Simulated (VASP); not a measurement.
# F: single point with PBEsol

The system is F.

```xyz
4
Lattice="3.1850 -1.8305 -0.2457 3.1850 1.8305 -0.2457 -2.3949 0.0000 7.3307" Properties=species:S:1:pos:R:3 pbc="T T T"
F     0.3345    0.0000    0.5888
F     3.6406    0.0000    6.2506
F     1.7731    0.0000    4.1060
F     2.2020    0.0000    2.7334
```

```
Program                : VASP 6.6.1
Task                   : single point
Functional             : PBEsol
Potentials or basis    : VASP PAW PBE potentials, release 64 (F)
Cutoff                 : 520 eV
k mesh                 : 4 × 4 × 2
Occupations            : gaussian, width 0.05 eV
Spin                   : no spin polarisation
Dipole correction      : no
Further INCAR settings : ALGO = Normal; EDIFF = 1e-07; NBANDS = 22
```

| Quantity | Value |
| --- | --- |
| Pressure | 0.8 GPa |
| Largest force | 2.527 eV/Å |
| Band gap on the k mesh | 2.63 eV, indirect (least direct gap 2.67 eV) |

Forces on the atoms (eV/Å):
```
F    1.229  0.000  2.209
F   -1.229  0.000 -2.209
F    0.266  0.000 -0.880
F   -0.266  0.000  0.880
```

Stress tensor (GPa, compression positive):
```
 0.88  0.00  3.55
 0.00 -0.53  0.00
 3.55  0.00  2.15
```

Levels at points of the mesh, in eV from the valence-band top:
```csv
k point,band 11,band 12,band 13,band 14,band 15,band 16,band 17,band 18
"(0.00, 0.00, 0.00)",-0.46,-0.36,-0.12,-0.04,2.63,4.23,8.36,10.83
"(0.50, 0.00, 0.00)",-0.52,-0.46,-0.19,-0.10,2.76,4.23,12.09,12.15
"(0.50, 0.50, 0.00)",-0.48,-0.40,-0.10,0.00,2.74,4.20,12.46,12.58
"(0.00, 0.00, 0.50)",-0.46,-0.36,-0.13,-0.04,2.69,4.13,9.15,9.22
"(0.50, 0.00, 0.50)",-0.56,-0.45,-0.17,-0.06,2.73,4.24,11.94,12.76
"(0.50, 0.50, 0.50)",-0.51,-0.37,-0.13,-0.03,2.76,4.21,12.02,12.10
```

Wall time 12 s on 1 thread of Intel(R) Xeon(R) 6975P-C (Granite Rapids), with other jobs on the host, peak memory 0.18 GiB.

Caveat: the k points lie up to 0.50 Å⁻¹ apart; the PAW data sets were made with another functional, which shifts forces and pressure a little. A k mesh can miss the band edges.
